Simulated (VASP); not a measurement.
# Ta (Im-3m) in VASP: a series of runs, part 2 of 2

VASP 6.6.1. Earlier steps stand in the parts before.

## Step 4: Relaxation of cell and atoms, BLYP+D3(BJ)

This run uses another cell than the first one, of 18.01 Å³/atom, 1.032 times its volume.

INCAR reads:

```
SYSTEM = Ta
AGGAC    = 1.0          
AGGAX    = 1.0          
ALDAC    = 0.0          
ALDAX    = 1.0          
ALGO     = Normal         ! electronic algorithm
EDIFF    = 1E-6           ! SCF threshold, eV
EDIFFG   = -0.01          ! ionic threshold
ENCUT    = 600            ! plane-wave cutoff, eV
GGA      = B5             ! functional
IBRION   = 2              ! ionic algorithm
ISIF     = 3              ! what is computed and relaxed
ISMEAR   = -1             ! smearing method
IVDW     = 12             ! dispersion correction
LASPH    = .TRUE.         ! aspherical terms in the spheres
LCHARG   = .FALSE.        ! write CHGCAR
LREAL    = .FALSE.        ! projectors in reciprocal space
LWAVE    = .FALSE.        ! write WAVECAR
NELM     = 100            ! most SCF steps
NSW      = 60             ! ionic steps
PREC     = Accurate       ! precision mode
SIGMA    = 0.05           ! smearing width, eV
VDW_A1   = 0.4298       
VDW_A2   = 4.2359       
VDW_S6   = 1.0          
VDW_S8   = 2.6996
```

KPOINTS reads:

```
k-points
0
G
  11 11 11
  0 0 0
```

POSCAR reads:

```
Ta
1.0
   -1.6512800000      1.6512800000      1.6512800000
    1.6512800000     -1.6512800000      1.6512800000
    1.6512800000      1.6512800000     -1.6512800000
Ta
1
Direct
    0.0000000000      0.0000000000      0.0000000000
```

Started as:

```
> cat potpaw_PBE.64/Ta_pv/POTCAR > POTCAR
> mpirun -np 1 vasp_std > vasp.out
```

Wall time 60 s (1 thread of Intel Xeon 8259CL, shared host); peak memory 0.16 GiB.

The run converged. Its results:

- Free energy: -11.9239 eV
- Relaxed volume: 17.55 Å³/atom
- Relaxed cell: a = 2.836 Å, b = 2.836 Å, c = 2.836 Å, α = 109.47°, β = 109.47°, γ = 109.47°
- Space group after relaxing (to 0.05 Å): Im-3m (No. 229)
- Energy gained by relaxing: 7.9 meV/atom
- Ionic steps: 4
- Pressure after relaxing: 0.0 GPa
- Dispersion energy per atom: -1.683 eV

The path:
| step | energy change (eV) | largest force (eV/Å) | pressure (GPa) | volume (Å³) |
| --- | --- | --- | --- | --- |
| 1 | 0.0000 | 0.0000 | -5.34 | 18.01 |
| 2 | 0.0405 | 0.0000 | 15.40 | 16.49 |
| 3 | -0.0079 | 0.0000 | -0.13 | 17.56 |
| 4 | -0.0079 | 0.0000 | -0.02 | 17.55 |

Final structure:
```
CELL_PARAMETERS angstrom
-1.63711 1.63711 1.63711
1.63711 -1.63711 1.63711
1.63711 1.63711 -1.63711
ATOMIC_POSITIONS crystal
Ta 0.00000 0.00000 0.00000
```

Levels at points of the mesh, in eV from the Fermi level:
```
           k point  band 2  band 3  band 4  band 5  band 6  band 7  band 8  band 9
(0.00, 0.00, 0.00)  -32.86  -32.86   -7.85    0.62    0.62    0.62    4.00    4.00
```

Caveat: the PAW data sets were made with another functional, which shifts forces and pressure a little; spin-orbit coupling is left out, which moves the levels of the heavy elements; pairwise dispersion overbinds metals, which lowers pressure and volume.

## Step 5: Single point, PBEsol+D3(BJ)

This run uses another cell than the first one, of 17.08 Å³/atom, 0.979 times its volume.

INCAR reads:

```
SYSTEM = Ta
PREC = Accurate ; ENCUT = 520
EDIFF = 1E-7 ; ISMEAR = -1
SIGMA = 0.05 ; LREAL = .False.
LASPH = .True. ; NELM = 80
ALGO = Normal ; ISIF = 2
LWAVE = .False. ; LCHARG = .False.
GGA = PS ; IVDW = 12
NBANDS = 12
```

KPOINTS reads:

```
regular mesh
0
Gamma
  11 11 11
  0 0 0
```

POSCAR reads:

```
Ta
1.0
   -1.6224230311      1.6224230311      1.6224230311
    1.6224230311     -1.6224230311      1.6224230311
    1.6224230311      1.6224230311     -1.6224230311
Ta
1
Direct
    0.0000000000      0.0000000000      0.0000000000
```

Potentials or basis: VASP PAW PBE potentials, release 64 (Ta_pv).

Started as:

```
> cat potpaw_PBE.64/Ta_pv/POTCAR > POTCAR
> mpirun -np 1 vasp_std > vasp.out
```

OUTCAR:

```text
SYSTEM = Ta
   PREC = Accurate
   ENCUT = 520
   EDIFF = 1E-7
   ISMEAR = -1
   LREAL = .False.
   LASPH = .True.
   NELM = 80
   ISIF = 2
   GGA = PS
   IVDW = 12
 IVDW          = 12

 ion  position               nearest neighbor table
   1  0.000  0.000  0.000-

  LATTYP: Found a body centered cubic cell.
 ALAT       =     3.2448460622

  Lattice vectors:

 A1 = (  -1.6224230311,   1.6224230311,   1.6224230311)
 A2 = (   1.6224230311,  -1.6224230311,   1.6224230311)
 A3 = (   1.6224230311,   1.6224230311,  -1.6224230311)

Analysis of symmetry for initial positions (statically):
=====================================================================
 Subroutine PRICEL returns:
 Original cell was already a primitive cell.

 Routine SETGRP: Setting up the symmetry group for a
 body centered cubic supercell.

 Subroutine GETGRP returns: Found 48 space group operations
 (whereof 48 operations were pure point group operations)
 out of a pool of 48 trial point group operations.

The static configuration has the point symmetry O_h .

Analysis of symmetry for dynamics (positions and initial velocities):
=====================================================================
 Subroutine PRICEL returns:
 Original cell was already a primitive cell.

 Routine SETGRP: Setting up the symmetry group for a
 body centered cubic supercell.

 Subroutine GETGRP returns: Found 48 space group operations
 (whereof 48 operations were pure point group operations)
 out of a pool of 48 trial point group operations.

The dynamic configuration has the point symmetry O_h .

 Subroutine INISYM returns: Found 48 space group operations
 (whereof 48 operations are pure point group operations),
 and found     1 'primitive' translations

----------------------------------------------------------------------------------------

                                     Primitive cell
[... 114 lines left out ...]
   GGA     = PS    functional components
   LHFCALC =     F    Hartree Fock is set to
   AEXX    =    0.0000 exact exchange contribution
   IVDW    =    12    specifies the selected vdW correction
   LEPSILON=     F    determine dielectric tensor
   LRPA    =     F    only Hartree local field effects (RPA)
 non-spin polarized calculation
  energy-cutoff  :      520.00
  volume of cell :       17.08
 maximum number of plane-waves:       472
 NGX is ok and might be reduce to    24
   NGX = 11   NGY = 11   NGZ = 11

 number of electron      10.9999999 magnetization

 Free energy of the ion-electron system (eV)
  ---------------------------------------------------
  ext. energy  EPLUGINS =         0.00000000
  ---------------------------------------------------
  free energy    TOTEN  =       -12.54830077 eV

  energy without entropy =      -12.54209279  energy(sigma->0) =      -12.54519678

 E-fermi :   5.7503     XC(G=0): -13.0023

 val. band max:        5.6791654717   @ k =  -0.4545  -0.4545   0.0909
 cond. band min:       5.8314413626   @ k =  -0.1818   0.2727   0.0909
 fundamental gap:      0.1522758909
 Fermi energy:         5.7502894474

 k-point     1 :       0.0000    0.0000    0.0000
  band No.  band energies     occupation
      1     -27.0593      2.00000
      2     -27.0593      2.00000
      3     -27.0593      2.00000
      4      -2.3746      2.00000
      5       6.4703      0.00000
      6       6.4703      0.00000
      7       6.4703      0.00000
      8       9.9334      0.00000
      9       9.9334      0.00000
     10      20.5947      0.00000
     11      21.0476      0.00000
     12      21.0476      0.00000
[... 331 lines left out ...]
 k-point    24 :       0.3636    0.1818    0.0909
  band No.  band energies     occupation
      1     -28.2177      2.00000
      2     -27.6987      2.00000
      3     -27.2926      2.00000
      4       2.7748      2.00000
      5       4.0476      2.00000
      6       5.9001      0.09526
      7      10.4279      0.00000
      8      11.0462      0.00000
      9      15.4913      0.00000
     10      16.5307      0.00000
     11      19.7084      0.00000
     12      20.6082      0.00000

 [... further k-points ...]

------------------------ aborting loop because EDIFF is reached ----------------------------------------

 Edisp (eV)   -0.76785

 E8    (eV) :    -0.5707

  FORCE on cell =-STRESS in cart. coord.  units (eV):
  Direction    XX          YY          ZZ          XY          YZ          ZX
  --------------------------------------------------------------------------------------
  -------------------------------------------------------------------------------------
  Total       0.02661     0.02661     0.02661    -0.00000    -0.00000     0.00000
  in kB       2.49531     2.49531     2.49531    -0.00000    -0.00000     0.00000
  external pressure =        2.50 kB  Pullay stress =        0.00 kB

 VOLUME and BASIS-vectors are now :
 -----------------------------------------------------------------------------
  energy-cutoff  :      520.00
  volume of cell :       17.08
      direct lattice vectors                 reciprocal lattice vectors
    -1.622423031  1.622423031  1.622423031     0.000000000  0.308181029  0.308181029
     1.622423031 -1.622423031  1.622423031     0.308181029  0.000000000  0.308181029
     1.622423031  1.622423031 -1.622423031     0.308181029  0.308181029  0.000000000

 POSITION                                       TOTAL-FORCE (eV/Angst)
 -----------------------------------------------------------------------------------
      0.00000      0.00000      0.00000         0.000000     -0.000000     -0.000000
 -----------------------------------------------------------------------------------
    total drift:                                0.000000      0.000000      0.000000

  FREE ENERGIE OF THE ION-ELECTRON SYSTEM (eV)
  ---------------------------------------------------
  free  energy   TOTEN  =       -13.3161517977 eV

  energy  without entropy=      -13.3099438164  energy(sigma->0) =      -13.31304781
```

OSZICAR:

```text
N       E                     dE             d eps       ncg     rms          rms(c)
DAV:   1     0.575722537685E+02    0.57572E+02   -0.59686E+03  1352   0.880E+02
DAV:   2    -0.120727119139E+02   -0.69645E+02   -0.67934E+02  1532   0.243E+02
DAV:   3    -0.130148513249E+02   -0.94214E+00   -0.93236E+00  1632   0.261E+01
DAV:   4    -0.130172699417E+02   -0.24186E-02   -0.24181E-02  1464   0.143E+00
DAV:   5    -0.130172797795E+02   -0.98378E-05   -0.98376E-05  1568   0.757E-02    0.152E+01
DAV:   6    -0.126630744470E+02    0.35421E+00   -0.27563E-01  1564   0.555E+00    0.753E+00
DAV:   7    -0.125500600584E+02    0.11301E+00   -0.25256E-01  1544   0.494E+00    0.360E-01
DAV:   8    -0.125483346873E+02    0.17254E-02   -0.55206E-03  1432   0.698E-01    0.958E-02
DAV:   9    -0.125483034849E+02    0.31202E-04   -0.82254E-05  1528   0.101E-01    0.250E-02
DAV:  10    -0.125483010300E+02    0.24549E-05   -0.32164E-06  1472   0.196E-02    0.338E-03
DAV:  11    -0.125483008069E+02    0.22314E-06   -0.52990E-08  1060   0.252E-03    0.323E-04
DAV:  12    -0.125483007705E+02    0.36370E-07   -0.32993E-09   728   0.668E-04
   1 F= -.13316152E+02 E0= -.13313048E+02  d E =-.620798E-02
```

stdout:

```text
POSCAR found type information on POSCAR Ta
 POSCAR found :  1 types and       1 ions
 scaLAPACK will be used
 -----------------------------------------------------------------------------
|                                                                             |
|                                                                             |
|     You enforced a specific xc type in the INCAR file but a different       |
|     I HOPE YOU KNOW WHAT YOU ARE DOING!                                     |
|                                                                             |
 -----------------------------------------------------------------------------

 LDA part: xc-table for (Slater+PW92), standard interpolation
 POSCAR, INCAR and KPOINTS ok, starting setup
 FFT: planning ... GRIDC
 FFT: planning ... GRID_SOFT
 FFT: planning ... GRID
 WAVECAR not read
 entering main loop
```

Run time: 7.9 s. Hardware: 1 thread of Intel Xeon 8259CL, shared host; peak memory 0.15 GiB.

What came out:

* Free energy: -13.3162 eV
* Pressure: 0.2 GPa
* Dispersion energy per atom: -0.768 eV

Caveat: the PAW data sets were made with another functional, which shifts forces and pressure a little; spin-orbit coupling is left out, which moves the levels of the heavy elements; pairwise dispersion overbinds metals, which lowers pressure and volume.

## Step 6: Overview

```tsv
task	level	cell	cutoff (eV)	gap on the mesh (eV)	pressure (GPa)	relaxed volume (Å³/atom)
single point	BLYP+D3(BJ)	a = 2.830 Å, angles 109.5°, 1 atom	520	none	1.3	-
relaxation of cell and atoms	revPBE+D3(BJ)	relaxed from a = 2.860 Å, angles 109.5°, 1 atom	600	none	0.0	17.52
relaxation of cell and atoms	BLYP+D3(BJ)	relaxed from a = 2.860 Å, angles 109.5°, 1 atom	600	none	0.0	17.55
single point	PBEsol+D3(BJ)	a = 2.810 Å, angles 109.5°, 1 atom	520	none	0.2	-
```

Alike in all rows: potentials or basis VASP PAW PBE potentials, release 64 (Ta_pv); no spin polarisation; k mesh 11 × 11 × 11; smearing fermi-dirac 0.05 eV.

Caveats: the PAW data sets were made with another functional, which shifts forces and pressure a little; spin-orbit coupling is left out, which moves the levels of the heavy elements; pairwise dispersion overbinds metals, which lowers pressure and volume.

Absolute energies hang on the potentials; compare differences alone.
